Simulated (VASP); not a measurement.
# InH2 (P-4m2) in VASP: notebook, part 2 of 2

VASP 6.6.1.

### Step 3. Single point, PBE

This run uses another cell than the first one, of 14.94 Å³/atom.

Input file INCAR:

```
PREC     = Accurate       # precision mode
ENCUT    = 520            # plane-wave cutoff, eV
EDIFF    = 1E-7           # SCF threshold, eV
ISMEAR   = 0              # smearing method
SIGMA    = 0.1            # smearing width, eV
LREAL    = F              # projectors in reciprocal space
LASPH    = T              # aspherical terms in the spheres
NELM     = 60             # most SCF steps
ALGO     = Normal         # electronic algorithm
ISIF     = 2              # what is computed and relaxed
LWAVE    = F              # write WAVECAR
LCHARG   = F              # write CHGCAR
GGA      = PE             # functional
NBANDS   = 14             # bands
```

Input file KPOINTS:

```
regular mesh
0
Gamma
  12 12 16
```

Input file POSCAR:

```
InH2
1.0
    3.7824110001      0.0000000000      0.0000000000
    0.0000000000      3.7824110001      0.0000000000
    0.0000000000      0.0000000000      3.1332084292
In H
1 2
Direct
    0.5000000000      0.5000000000      0.0000000000
    0.0000000000      0.5000000000      0.8301069458
    0.5000000000      0.0000000000      0.1698930542
```

Potentials or basis: VASP PAW PBE potentials, release 64 (In_d, H).

Launch:

```bash
cat potpaw_PBE.64/In_d/POTCAR potpaw_PBE.64/H/POTCAR > POTCAR
mpirun -np 1 vasp_std > vasp.out
```

OUTCAR:

```text
PREC = Accurate
   ENCUT = 520
   EDIFF = 1E-7
   ISMEAR = 0
   LREAL = F
   LASPH = T
   NELM = 60
   ISIF = 2
   GGA = PE

 ion  position               nearest neighbor table
   1  0.500  0.500  0.000-   2 1.96   3 1.96   3 1.96   2 1.96
   2  0.000  0.500  0.830-   1 1.96   1 1.96
   3  0.500  0.000  0.170-   1 1.96   1 1.96

  LATTYP: Found a simple tetragonal cell.
 ALAT       =     3.7824110001
 C/A-ratio  =     0.8283627636
[... 601 lines left out ...]

  FORCE on cell =-STRESS in cart. coord.  units (eV):
  Direction    XX          YY          ZZ          XY          YZ          ZX
  --------------------------------------------------------------------------------------
  -------------------------------------------------------------------------------------
  Total       -0.0182158     -0.0182158     -0.0169029      0.0000000      0.0000000      0.0000000
  in kB       -0.6510779     -0.6510779     -0.6041498      0.0000000      0.0000000      0.0000000
  external PRESSURE =      -0.6354352 kB  Pullay stress =       0.0000000 kB

 VOLUME and BASIS-vectors are now :
 -----------------------------------------------------------------------------
  energy-cutoff  :      520.00
  volume of cell :       44.83
      direct lattice vectors                 reciprocal lattice vectors
     3.782411000  0.000000000  0.000000000     0.264381634  0.000000000  0.000000000
     0.000000000  3.782411000  0.000000000     0.000000000  0.264381634  0.000000000
     0.000000000  0.000000000  3.133208429     0.000000000  0.000000000  0.319161659

 POSITION                                       TOTAL-FORCE (eV/Angst)
 -----------------------------------------------------------------------------------
      1.89121      1.89121      0.00000         0.000000     -0.000000      0.000000
      0.00000      1.89121      2.60090        -0.000000      0.000000     -0.001882
      1.89121      0.00000      0.53231         0.000000      0.000000      0.001882
 -----------------------------------------------------------------------------------
    total drift:                                0.000000      0.000000     -0.000000

  FREE ENERGIE OF THE ION-ELECTRON SYSTEM (eV)
  ---------------------------------------------------
  free  energy   TOTEN  =        -8.1998635127 eV

  energy  without entropy=       -8.1958870071  energy(sigma->0) =       -8.19787526
```

OSZICAR:

```text
N       E                     dE             d eps       ncg     rms          rms(c)
DAV:   1     0.885081296293E+02    0.88508E+02   -0.71330E+03  7074   0.117E+03
DAV:   2    -0.290791714154E+01   -0.91416E+02   -0.87016E+02  7446   0.284E+02
DAV:   3    -0.850634322174E+01   -0.55984E+01   -0.55607E+01  9036   0.706E+01
DAV:   4    -0.863828096027E+01   -0.13194E+00   -0.13191E+00  8346   0.122E+01
DAV:   5    -0.864393815109E+01   -0.56572E-02   -0.56570E-02 10054   0.227E+00    0.521E+00
DAV:   6    -0.826898830333E+01    0.37495E+00   -0.32556E-01 10484   0.858E+00    0.251E+00
DAV:   7    -0.819446035558E+01    0.74528E-01   -0.20555E-01  9980   0.416E+00    0.417E-01
DAV:   8    -0.819805305656E+01   -0.35927E-02   -0.26065E-02  8784   0.189E+00    0.262E-01
DAV:   9    -0.819908522358E+01   -0.10322E-02   -0.85709E-04  8676   0.224E-01    0.188E-01
DAV:  10    -0.819982692216E+01   -0.74170E-03   -0.66661E-04  7266   0.240E-01    0.279E-02
DAV:  11    -0.819985491792E+01   -0.27996E-04   -0.30281E-05  9410   0.620E-02    0.167E-02
DAV:  12    -0.819986342622E+01   -0.85083E-05   -0.13537E-05  7350   0.245E-02    0.307E-03
DAV:  13    -0.819986351270E+01   -0.86475E-07   -0.51364E-07  9564   0.606E-03
   1 F= -.81998635E+01 E0= -.81978753E+01  d E =-.397651E-02
```

stdout:

```text
POSCAR found type information on POSCAR InH
 POSCAR found :  2 types and       3 ions
 scaLAPACK will be used
 LDA part: xc-table for (Slater+PW92), standard interpolation
 POSCAR, INCAR and KPOINTS ok, starting setup
 FFT: planning ... GRIDC
 FFT: planning ... GRID_SOFT
 FFT: planning ... GRID
 WAVECAR not read
 entering main loop
```

Wall time 2.1 min (1 thread of Intel Xeon 8259CL, shared host); peak memory 0.27 GiB.

Results:

- Free energy: -8.1999 eV
- Pressure: -0.1 GPa
- Band gap on the k mesh: zero (an odd number of electrons rules out a gap without spin polarisation)

Levels at points of the mesh, in eV from the Fermi level:
```
           k point  band 4  band 5  band 6  band 7  band 8  band 9  band 10  band 11  band 12  band 13
(0.00, 0.00, 0.00)  -14.49  -14.49   -9.38   -1.38    2.90    2.90     4.79     7.74     8.69    11.36
(0.50, 0.00, 0.00)  -14.54  -14.49   -7.55   -5.69    2.34    4.10     5.82     9.07     9.17    11.65
(0.50, 0.50, 0.00)  -14.54  -14.54   -5.16   -5.16   -4.72    2.88     9.82     9.82    10.29    13.34
(0.00, 0.00, 0.50)  -14.53  -14.50   -6.82   -3.89    1.97    5.33     5.49     5.49     9.07    10.08
(0.50, 0.00, 0.50)  -14.54  -14.40   -5.18   -4.16   -1.43    2.82     5.25     6.70     9.49    10.67
(0.50, 0.50, 0.50)  -14.53  -14.37   -3.79   -3.79   -1.21    0.06     4.36     4.36     5.98     6.96
```

Caveat: spin-orbit coupling is left out, which moves the levels of the heavy elements.

### Step 4. Relaxation of cell and atoms, PBE

This run uses another cell than the first one, of 14.80 Å³/atom.

Input file INCAR:

```
SYSTEM = InH2
PREC = Accurate
ENCUT = 600
EDIFF = 1E-6
ISMEAR = 0
SIGMA = 0.1
LREAL = .FALSE.
LASPH = .TRUE.
NELM = 80
ALGO = Normal
ISIF = 3
LWAVE = .FALSE.
LCHARG = .FALSE.
GGA = PE
IBRION = 2
NSW = 100
EDIFFG = -0.01
```

Input file KPOINTS:

```
regular mesh
0
G
  12 12 16
  0 0 0
```

Input file POSCAR:

```
InH2
1.0
    3.8452310330      0.0000000000      0.0000000000
    0.0000000000      3.8452310330      0.0000000000
    0.0000000000      0.0000000000      3.0031691621
In H
1 2
Direct
    0.5000000000      0.5000000000      0.0000000000
    0.0000000000      0.5000000000      0.8239074371
    0.5000000000      0.0000000000      0.1760925629
```

Launch:

```bash
cat potpaw_PBE.64/In_d/POTCAR potpaw_PBE.64/H/POTCAR > POTCAR
mpirun -np 1 vasp_std > vasp.out
```

Run time: 9.5 min. Hardware: 1 thread of Intel Xeon 8259CL, shared host; peak memory 0.31 GiB.

It converged, with:

* Free energy: -8.2002 eV
* Relaxed volume: 14.91 Å³/atom
* Relaxed cell: a = 3.778 Å, b = 3.778 Å, c = 3.135 Å, α = 90.00°, β = 90.00°, γ = 90.00°
* Space group after relaxing (to 0.1 Å): P-4m2 (No. 115)
* Energy gained by relaxing: 5.9 meV/atom
* Ionic steps: 9
* Pressure after relaxing: 0.0 GPa
* Largest force after relaxing: 0.009 eV/Å
* Band gap on the k mesh: zero (an odd number of electrons rules out a gap without spin polarisation)

Forces on the atoms (eV/Å):
```
In   0.000  0.000  0.000
H    0.000  0.000  0.009
H    0.000  0.000 -0.009
```

The path:
| step | energy change (eV) | largest force (eV/Å) | pressure (GPa) | volume (Å³) |
| --- | --- | --- | --- | --- |
| 1 | 0.0000 | 0.0180 | -0.36 | 44.40 |
| 2 | -0.0089 | 0.0072 | 0.01 | 44.19 |
| 3 | -0.0147 | 0.0010 | 0.46 | 43.89 |
| 4 | -0.0153 | 0.0024 | 0.74 | 43.75 |
| 5 | -0.0172 | 0.0056 | 0.30 | 44.28 |
| 6 | -0.0177 | 0.0114 | -0.02 | 44.71 |
| 7 | -0.0177 | 0.0119 | -0.05 | 44.75 |
| 8 | -0.0178 | 0.0104 | -0.04 | 44.74 |
| 9 | -0.0178 | 0.0085 | 0.00 | 44.74 |

Final structure:
```yaml
crystal:
  lattice:
    - [3.77784, 0.00000, 0.00000]
    - [0.00000, 3.77784, 0.00000]
    - [0.00000, 0.00000, 3.13458]
  atoms:
    - { symbol: In, position: [0.50000, 0.50000, 0.00000] }
    - { symbol: H, position: [0.00000, 0.50000, 0.82546] }
    - { symbol: H, position: [0.50000, 0.00000, 0.17454] }
```

Levels at points of the mesh, in eV from the Fermi level:
```
           k point  band 6  band 7  band 8  band 9  band 10  band 11
(0.00, 0.00, 0.00)   -9.40   -1.41    2.89    2.89     4.80     7.72
(0.50, 0.00, 0.00)   -7.57   -5.71    2.32    4.11     5.81     9.17
(0.50, 0.50, 0.00)   -5.17   -5.17   -4.72    2.86     9.81     9.81
(0.00, 0.00, 0.50)   -6.82   -3.97    2.04    5.21     5.49     5.49
(0.50, 0.00, 0.50)   -5.19   -4.16   -1.47    2.76     5.25     6.71
(0.50, 0.50, 0.50)   -3.79   -3.79   -1.22    0.04     4.30     4.30
```

Caveat: spin-orbit coupling is left out, which moves the levels of the heavy elements.

### Step 5. The runs side by side

| task | cell | k mesh | cutoff (eV) | gap on the mesh (eV) | pressure (GPa) | relaxed volume (Å³/atom) | largest force (eV/Å) |
| --- | --- | --- | --- | --- | --- | --- | --- |
| relaxation of cell and atoms | relaxed from a = 3.443, b = 3.443, c = 3.827 Å, 3 atoms, atomic positions A | 6 × 6 × 4 | 600 | none | 0.2 | 14.60 | 0.01 |
| single point | a = 3.782, b = 3.782, c = 3.133 Å, 3 atoms, atomic positions B | 12 × 12 × 16 | 520 | none | -0.1 | - | - |
| relaxation of cell and atoms | relaxed from a = 3.845, b = 3.845, c = 3.003 Å, 3 atoms, atomic positions C | 12 × 12 × 16 | 600 | none | 0.0 | 14.91 | 0.01 |

Alike in all rows: level PBE; potentials or basis VASP PAW PBE potentials, release 64 (In_d, H); no spin polarisation; smearing gaussian 0.1 eV.

Caveats: some runs use coarse meshes; spin-orbit coupling is left out, which moves the levels of the heavy elements; a cell axis changed by over 15 % at a fixed basis, so the end point is rough (at least some runs).

Total energies depend on the potentials used, so only differences within one code and one set of settings carry meaning.
